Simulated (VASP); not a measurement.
A run of VASP 6.6.1:

File INCAR:

```
PREC     = Accurate       # precision mode
ENCUT    = 520            # plane-wave cutoff, eV
EDIFF    = 1E-7           # SCF threshold, eV
ISMEAR   = 0              # smearing method
SIGMA    = 0.1            # smearing width, eV
LREAL    = F              # projectors in reciprocal space
LASPH    = T              # aspherical terms in the spheres
NELM     = 60             # most SCF steps
ALGO     = Normal         # electronic algorithm
ISIF     = 2              # what is computed and relaxed
LWAVE    = F              # write WAVECAR
LCHARG   = F              # write CHGCAR
GGA      = PE             # functional
NBANDS   = 36             # bands
```

File KPOINTS:

```
regular mesh
0
Gamma
  8 8 8
```

POSCAR

```
Y2N
1.0
    5.2567822989      0.0000000000      0.0000000000
    0.0000000000      5.2567822989      0.0000000000
    0.0000000000      0.0000000000      5.2567822989
Y N
4 2
Direct
    0.2500000000      0.2500000000      0.2500000000
    0.2500000000      0.7500000000      0.7500000000
    0.7500000000      0.7500000000      0.2500000000
    0.7500000000      0.2500000000      0.7500000000
    0.0000000000      0.0000000000      0.0000000000
    0.5000000000      0.5000000000      0.5000000000
```

Potentials or basis: VASP PAW PBE potentials, release 64 (Y_sv, N).

The run is started by

```console
$ cat potpaw_PBE.64/Y_sv/POTCAR potpaw_PBE.64/N/POTCAR > POTCAR
$ mpirun -np 1 vasp_std > vasp.out
```

Hardware: 1 thread of AMD EPYC 7R13, on a shared host.

Estimate the wall time of this run.

Run time: 3.5 min on 1 thread of AMD EPYC 7R13 (shared host), peak memory 0.34 GiB. Counts: scf iterations 17, k points 35.
